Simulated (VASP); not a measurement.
# AlN in VASP: further runs, part 2 of 2

VASP 6.6.1. Earlier steps stand in the parts before.

### Step 3. Single point, PBEsol, collinear spin, ferromagnetic start

The input, INCAR:

```
PREC = Accurate
ENCUT = 520
EDIFF = 1E-6
ISMEAR = 0
SIGMA = 0.05
LREAL = False
LASPH = True
NELM = 200
ALGO = Normal
ISIF = 2
LWAVE = False
LCHARG = False
ISPIN = 2
MAGMOM = 0.5 0.5
LORBIT = 11
GGA = PS
NBANDS = 15
GGA_COMPAT = False
```

The input, KPOINTS:

```
Automatic mesh
0
Gamma
  1 1 19
```

The input, POSCAR:

```
AlN
1.0
    9.0000000000      0.0000000000      0.0000000000
    0.0000000000      9.3000000000      0.0000000000
    0.0000000000      0.0000000000      3.3677284324
Al N
1 1
Direct
    0.5000000000      0.5000000000     -0.0175002895
    0.5000000000      0.5000000000      0.4825002895
```

Potentials or basis: VASP PAW PBE potentials, release 64 (Al, N).

Command:

```
cat potpaw_PBE.64/Al/POTCAR potpaw_PBE.64/N/POTCAR > POTCAR
mpirun -np 1 vasp_std > vasp.out
```

OUTCAR:

```text
PREC = Accurate
   ENCUT = 520
   EDIFF = 1E-6
   ISMEAR = 0
   LREAL = False
   LASPH = True
   NELM = 200
   ISIF = 2
   ISPIN = 2
   LORBIT = 11
   GGA = PS

 ion  position               nearest neighbor table
   1  0.500  0.500  0.982-   2 1.68   2 1.68
   2  0.500  0.500  0.483-   1 1.68   1 1.68

  LATTYP: Found a simple orthorhombic cell.
 ALAT       =     3.3677284324
 B/A-ratio  =     2.6724245083
 C/A-ratio  =     2.7615053252

  Lattice vectors:

 A1 = (   0.0000000000,   0.0000000000,   3.3677284324)
 A2 = (   9.0000000000,   0.0000000000,   0.0000000000)
 A3 = (   0.0000000000,   9.3000000000,   0.0000000000)

Analysis of symmetry for initial positions (statically):
=====================================================================
 Subroutine PRICEL returns:
 Original cell was already a primitive cell.

 Routine SETGRP: Setting up the symmetry group for a
 simple orthorhombic supercell.

 Subroutine GETGRP returns: Found  8 space group operations
 (whereof  4 operations were pure point group operations)
 out of a pool of  8 trial point group operations.

The static configuration has the point symmetry C_2v.
 The point group associated with its full space group is D_2h.

Analysis of symmetry for dynamics (positions and initial velocities):
=====================================================================
 Subroutine PRICEL returns:
 Original cell was already a primitive cell.

 Routine SETGRP: Setting up the symmetry group for a
 simple orthorhombic supercell.

 Subroutine GETGRP returns: Found  8 space group operations
 (whereof  4 operations were pure point group operations)
 out of a pool of  8 trial point group operations.

The dynamic configuration has the point symmetry C_2v.
 The point group associated with its full space group is D_2h.

Analysis of structural, dynamic, and magnetic symmetry:
[... 324 lines left out ...]
      4      -4.6495      1.00000
      5       0.0288      0.00000
      6       0.0322      0.00000
      7       0.6914      0.00000
      8       2.9769      0.00000
      9       4.1793      0.00000
     10       4.3383      0.00000
     11       4.6990      0.00000
     12       4.8083      0.00000
     13       5.0822      0.00000
     14       5.1451      0.00000
     15       5.4973      0.00000
 Fermi energy:        -4.3738491784

 spin component 2

 k-point     1 :       0.0000    0.0000    0.0000
  band No.  band energies     occupation
      1     -17.0792      1.00000
      2      -6.9223      1.00000
      3      -5.6297      1.00000
      4      -5.6292      1.00000
      5      -2.1945      0.00000
      6       0.8401      0.00000
      7       1.2292      0.00000
      8       1.3084      0.00000
      9       1.4040      0.00000
     10       2.3216      0.00000
     11       3.2095      0.00000
     12       3.2284      0.00000
     13       3.2493      0.00000
     14       4.8328      0.00000
[... 149 lines left out ...]
      2      -9.4012      1.00000
      3      -4.6497      1.00000
      4      -4.6495      1.00000
      5       0.0288      0.00000
      6       0.0322      0.00000
      7       0.6912      0.00000
      8       2.9720      0.00000
      9       4.1629      0.00000
     10       4.3351      0.00000
     11       4.6943      0.00000
     12       4.8047      0.00000
     13       5.0794      0.00000
     14       5.1443      0.00000
     15       5.4682      0.00000

------------------------ aborting loop because EDIFF is reached ----------------------------------------

  FORCE on cell =-STRESS in cart. coord.  units (eV):
  Direction    XX          YY          ZZ          XY          YZ          ZX
  --------------------------------------------------------------------------------------
  -------------------------------------------------------------------------------------
  Total        0.0030998     -0.0013328      0.2259781      0.0000000      0.0000000      0.0000000
  in kB        0.0176190     -0.0075752      1.2844415      0.0000000      0.0000000      0.0000000
  external PRESSURE =       0.4314951 kB  Pullay stress =       0.0000000 kB

 VOLUME and BASIS-vectors are now :
 -----------------------------------------------------------------------------
  energy-cutoff  :      520.00
  volume of cell :      281.88
      direct lattice vectors                 reciprocal lattice vectors
     9.000000000  0.000000000  0.000000000     0.111111111  0.000000000  0.000000000
     0.000000000  9.300000000  0.000000000     0.000000000  0.107526882  0.000000000
     0.000000000  0.000000000  3.367728432     0.000000000  0.000000000  0.296936056

 POSITION                                       TOTAL-FORCE (eV/Angst)
 -----------------------------------------------------------------------------------
      4.50000      4.65000      3.30879         0.000000      0.000000      0.000000
      4.50000      4.65000      1.62493         0.000000      0.000000     -0.000000
 -----------------------------------------------------------------------------------
    total drift:                                0.000000      0.000000     -0.001333

  FREE ENERGIE OF THE ION-ELECTRON SYSTEM (eV)
  ---------------------------------------------------
  free  energy   TOTEN  =       -11.6580399823 eV

  energy  without entropy=      -11.6580399823  energy(sigma->0) =      -11.65803998

 total charge

# of ion       s       p       d       tot
------------------------------------------
    1        0.410   0.466   0.000   0.876
    2        1.228   2.538   0.000   3.766
--------------------------------------------------
tot          1.638   3.004   0.000   4.642

 magnetization (x)

# of ion       s       p       d       tot
------------------------------------------
    1        0.000   0.000   0.000   0.000
    2       -0.000   0.000   0.000   0.000
--------------------------------------------------
tot          0.000   0.000   0.000   0.000
```

stdout:

```text
POSCAR found type information on POSCAR AlN
 POSCAR found :  2 types and       2 ions
 scaLAPACK will be used
 -----------------------------------------------------------------------------
|                                                                             |
|                                                                             |
|     You enforced a specific xc type in the INCAR file but a different       |
|     I HOPE YOU KNOW WHAT YOU ARE DOING!                                     |
|                                                                             |
 -----------------------------------------------------------------------------

 LDA part: xc-table for (Slater+PW92), standard interpolation
 POSCAR, INCAR and KPOINTS ok, starting setup
 FFT: planning ... GRIDC
 FFT: planning ... GRID_SOFT
 FFT: planning ... GRID
 WAVECAR not read
 entering main loop
```

Run time: 87 s. Hardware: 1 thread of AMD EPYC 9R45 (Zen 5), shared host; peak memory 0.45 GiB.

What came out:

```
Free energy                                           : -11.6580 eV
Band gap on the k mesh                                : 2.46 eV (least direct gap 3.43 eV)
Net moment                                            : 0.00 μB per cell
Valence electrons inside the program's atomic spheres : Al 0.88; N 3.77
```

Levels at points of the mesh, in eV from the valence-band top:
Spin up:
| k point | band 1 | band 2 | band 3 | band 4 | band 5 | band 6 | band 7 | band 8 |
| --- | --- | --- | --- | --- | --- | --- | --- | --- |
| (0.00, 0.00, 0.00) | -12.43 | -2.27 | -0.98 | -0.98 | 2.46 | 5.51 | 5.88 | 5.96 |
Spin down:
| k point | band 2 | band 3 | band 4 | band 5 | band 6 | band 7 |
| --- | --- | --- | --- | --- | --- | --- |
| (0.00, 0.00, 0.00) | -2.27 | -0.98 | -0.98 | 2.45 | 5.49 | 5.88 |

Caveat: the PAW data sets were made with another functional, which shifts forces and pressure a little.

### Step 4. Single point, PBEsol, collinear spin, ferromagnetic start

This run uses another cell than the first one.

The input, INCAR:

```
SYSTEM = AlN
  ALGO = Normal
  EDIFF = 1E-6
  ENCUT = 520
  GGA = PS
  GGA_COMPAT = .False.
  ISIF = 2
  ISMEAR = 0
  ISPIN = 2
  LASPH = .True.
  LCHARG = .True.
  LELF = .True.
  LORBIT = 11
  LREAL = .False.
  LVHAR = .True.
  LWAVE = .False.
  MAGMOM = 0.5 0.5
  NBANDS = 15
  NELM = 200
  PREC = Accurate
  SIGMA = 0.05
```

The input, KPOINTS:

```
k-points
0
Gamma
  1 1 19
  0 0 0
```

The input, POSCAR:

```
AlN
1.0
    9.0000000000      0.0000000000      0.0000000000
    0.0000000000      9.3000000000      0.0000000000
    0.0000000000      0.0000000000      3.4118161573
Al N
1 1
Direct
    0.5000000000      0.5000000000      0.0000000000
    0.5000000000      0.5000000000      0.5000000000
```

Potentials or basis: VASP PAW PBE potentials, release 64 (Al, N).

Command:

```
cat potpaw_PBE.64/Al/POTCAR potpaw_PBE.64/N/POTCAR > POTCAR
mpirun -np 1 vasp_std > vasp.out
```

OUTCAR:

```text
SYSTEM = AlN
   EDIFF = 1E-6
   ENCUT = 520
   GGA = PS
   ISIF = 2
   ISMEAR = 0
   ISPIN = 2
   LASPH = .True.
   LORBIT = 11
   LREAL = .False.
   NELM = 200
   PREC = Accurate

 ion  position               nearest neighbor table
   1  0.500  0.500  0.000-   2 1.71   2 1.71
   2  0.500  0.500  0.500-   1 1.71   1 1.71

  LATTYP: Found a simple orthorhombic cell.
 ALAT       =     3.4118161573
 B/A-ratio  =     2.6378912535
 C/A-ratio  =     2.7258209620

  Lattice vectors:

[... 559 lines left out ...]
  in kB        0.0212334     -0.0043475    -13.5097106      0.0000000      0.0000000      0.0000000
  external PRESSURE =      -4.4976082 kB  Pullay stress =       0.0000000 kB

 VOLUME and BASIS-vectors are now :
 -----------------------------------------------------------------------------
  energy-cutoff  :      520.00
  volume of cell :      285.57
      direct lattice vectors                 reciprocal lattice vectors
     9.000000000  0.000000000  0.000000000     0.111111111  0.000000000  0.000000000
     0.000000000  9.300000000  0.000000000     0.000000000  0.107526882  0.000000000
     0.000000000  0.000000000  3.411816157     0.000000000  0.000000000  0.293099028

 POSITION                                       TOTAL-FORCE (eV/Angst)
 -----------------------------------------------------------------------------------
      4.50000      4.65000      0.00000         0.000000      0.000000      0.000000
      4.50000      4.65000      1.70591         0.000000      0.000000      0.000000
 -----------------------------------------------------------------------------------
    total drift:                                0.000000      0.000000      0.000000

  FREE ENERGIE OF THE ION-ELECTRON SYSTEM (eV)
  ---------------------------------------------------
  free  energy   TOTEN  =       -11.6437523721 eV

  energy  without entropy=      -11.6437523721  energy(sigma->0) =      -11.64375237

 total charge

# of ion       s       p       d       tot
------------------------------------------
    1        0.401   0.446   0.000   0.847
    2        1.224   2.516   0.000   3.740
--------------------------------------------------
tot          1.625   2.962   0.000   4.587

 magnetization (x)

# of ion       s       p       d       tot
------------------------------------------
    1        0.000   0.000   0.000   0.000
    2       -0.000   0.000   0.000   0.000
--------------------------------------------------
tot          0.000   0.000   0.000   0.000
```

stdout:

```text
POSCAR found type information on POSCAR AlN
 POSCAR found :  2 types and       2 ions
 scaLAPACK will be used
 -----------------------------------------------------------------------------
|                                                                             |
|                                                                             |
|     You enforced a specific xc type in the INCAR file but a different       |
|     I HOPE YOU KNOW WHAT YOU ARE DOING!                                     |
|                                                                             |
 -----------------------------------------------------------------------------

 LDA part: xc-table for (Slater+PW92), standard interpolation
 POSCAR, INCAR and KPOINTS ok, starting setup
 FFT: planning ... GRIDC
 FFT: planning ... GRID_SOFT
 FFT: planning ... GRID
 WAVECAR not read
 entering main loop
```

It took 87 s on 1 thread of AMD EPYC 9R45 (Zen 5), shared host; peak memory 0.45 GiB.

What came out:

| Property | Result |
| --- | --- |
| Free energy | -11.6438 eV |
| Band gap on the k mesh | 2.29 eV (least direct gap 3.25 eV) |
| Net moment | 0.00 μB per cell |
| Valence electrons inside the program's atomic spheres | Al 0.85; N 3.74 |

Levels at points of the mesh, in eV from the valence-band top:
Spin up:
```
           k point  band 1  band 2  band 3  band 4  band 5  band 6  band 7  band 8
(0.00, 0.00, 0.00)  -12.40   -2.35   -0.96   -0.96    2.29    5.42    5.81    5.89
```
Spin down:
```csv
k point,band 1,band 2,band 3,band 4,band 5,band 6,band 7,band 8,band 9
"(0.00, 0.00, 0.00)",-12.40,-2.35,-0.96,-0.96,2.29,5.41,5.81,5.89,6.02
```

Caveat: the PAW data sets were made with another functional, which shifts forces and pressure a little.

### Step 5. Single point, PBEsol, collinear spin, ferromagnetic start

This run uses another cell than the first one.

The input, INCAR:

```
SYSTEM = AlN
ALGO = Normal ; EDIFF = 1E-6
ENCUT = 520 ; GGA = PS
GGA_COMPAT = .FALSE. ; ISIF = 2
ISMEAR = 0 ; ISPIN = 2
LASPH = .TRUE. ; LCHARG = .FALSE.
LORBIT = 11 ; LREAL = .FALSE.
LWAVE = .FALSE. ; MAGMOM = 0.5 0.5
NBANDS = 15 ; NELM = 200
PREC = Accurate ; SIGMA = 0.05
```

The input, KPOINTS:

```
k-points
0
G
  1 1 19
  0 0 0
```

POSCAR, as its differences from that of step 4:

```diff
@@ -9,2 +9,2 @@
     0.5000000000      0.5000000000      0.0000000000
-    0.5000000000      0.5000000000      0.5000000000
+    0.5000000000      0.5000000000      0.4650000000
```

Command:

```
cat potpaw_PBE.64/Al/POTCAR potpaw_PBE.64/N/POTCAR > POTCAR
mpirun -np 1 vasp_std > vasp.out
```

Wall time 82 s (1 thread of AMD EPYC 9R45 (Zen 5), shared host); peak memory 0.45 GiB.

The run converged. Its results:

* Free energy: -11.2597 eV
* Largest force: 6.627 eV/Å
* Band gap on the k mesh: 2.34 eV (least direct gap 3.28 eV)
* Net moment: 0.00 μB per cell
* Valence electrons inside the program's atomic spheres: Al 0.88; N 3.75

Forces in eV/Å, atoms in the order of the input:
```
Al   0.000  0.000 -6.627
N    0.000  0.000  6.627
```

Levels at points of the mesh, in eV from the valence-band top:
Spin up:
```tsv
k point	band 1	band 2	band 3	band 4	band 5	band 6	band 7	band 8
(0.00, 0.00, 0.00)	-12.36	-2.20	-0.94	-0.94	2.34	5.46	5.85	5.92
```
Spin down:
```csv
k point,band 1,band 2,band 3,band 4,band 5,band 6,band 7,band 8
"(0.00, 0.00, 0.00)",-12.36,-2.20,-0.94,-0.94,2.34,5.46,5.85,5.92
```

Caveat: the PAW data sets were made with another functional, which shifts forces and pressure a little.

### Step 6. Single point, PBEsol, collinear spin, ferromagnetic start

This run uses another cell than the first one.

The input, INCAR:

```
PREC     = Accurate       # precision mode
ENCUT    = 520            # plane-wave cutoff, eV
EDIFF    = 1E-6           # SCF threshold, eV
ISMEAR   = 0              # smearing method
SIGMA    = 0.05           # smearing width, eV
LREAL    = F              # projectors in reciprocal space
LASPH    = T              # aspherical terms in the spheres
NELM     = 200            # most SCF steps
ALGO     = Normal         # electronic algorithm
ISIF     = 2              # what is computed and relaxed
LWAVE    = F              # write WAVECAR
LCHARG   = F              # write CHGCAR
ISPIN    = 2              # spin polarisation
MAGMOM   = 0.5 0.5        # initial moments
LORBIT   = 11             # projections on sites
GGA      = PS             # functional
NBANDS   = 15             # bands
GGA_COMPAT= F
```

The input, KPOINTS:

```
regular mesh
0
Gamma
  1 1 21
```

The input, POSCAR:

```
AlN
1.0
    9.8000000000      0.0000000000      0.0000000000
    0.0000000000      9.3000000000      0.0000000000
    0.0000000000      0.0000000000      3.3674280847
Al N
1 1
Direct
    0.4999859798      0.5000000000      0.0000000000
    0.5000140202      0.5000000000      0.5000000000
```

Potentials or basis: VASP PAW PBE potentials, release 64 (Al, N).

Command:

```
cat potpaw_PBE.64/Al/POTCAR potpaw_PBE.64/N/POTCAR > POTCAR
mpirun -np 1 vasp_std > vasp.out
```

Wall time 1.7 min (1 thread of AMD EPYC 9R45 (Zen 5), shared host); peak memory 0.51 GiB.

It converged, with:

```yaml
Free_energy: -11.6588 eV
Band_gap_on_the_k_mesh: 2.46 eV (least direct gap 3.45 eV)
Net_moment: 0.00 μB per cell
Valence_electrons_inside_the_program's_atomic_spheres: Al 0.88; N 3.77
```

Levels at points of the mesh, in eV from the valence-band top:
Spin up:
```tsv
k point	band 2	band 3	band 4	band 5	band 6	band 7
(0.00, 0.00, 0.00)	-2.27	-0.98	-0.98	2.46	5.50	5.79
```
Spin down:
```tsv
k point	band 1	band 2	band 3	band 4	band 5	band 6	band 7	band 8	band 9
(0.00, 0.00, 0.00)	-12.43	-2.27	-0.98	-0.98	2.46	5.46	5.79	5.90	6.03
```

Caveat: the PAW data sets were made with another functional, which shifts forces and pressure a little.

### Step 7. Summary

```csv
cell,k mesh,gap on the mesh (eV),moment (μB)
"a = 9.000, b = 9.300, c = 3.368 Å, 2 atoms, atomic positions A",1 × 1 × 19,2.46,0.00
"a = 9.000, b = 9.300, c = 3.412 Å, 2 atoms, atomic positions A",1 × 1 × 19,2.29,0.00
"a = 9.000, b = 9.300, c = 3.412 Å, 2 atoms, atomic positions B",1 × 1 × 19,2.34,0.00
"a = 9.800, b = 9.300, c = 3.367 Å, 2 atoms, atomic positions A",1 × 1 × 21,2.46,0.00
```

Alike in all rows: task single point; level PBEsol; potentials or basis VASP PAW PBE potentials, release 64 (Al, N); spin collinear, ferromagnetic start; cutoff (eV) 520; smearing gaussian 0.05 eV.

Caveats: the PAW data sets were made with another functional, which shifts forces and pressure a little.

Total energies depend on the potentials used, so only differences within one code and one set of settings carry meaning.
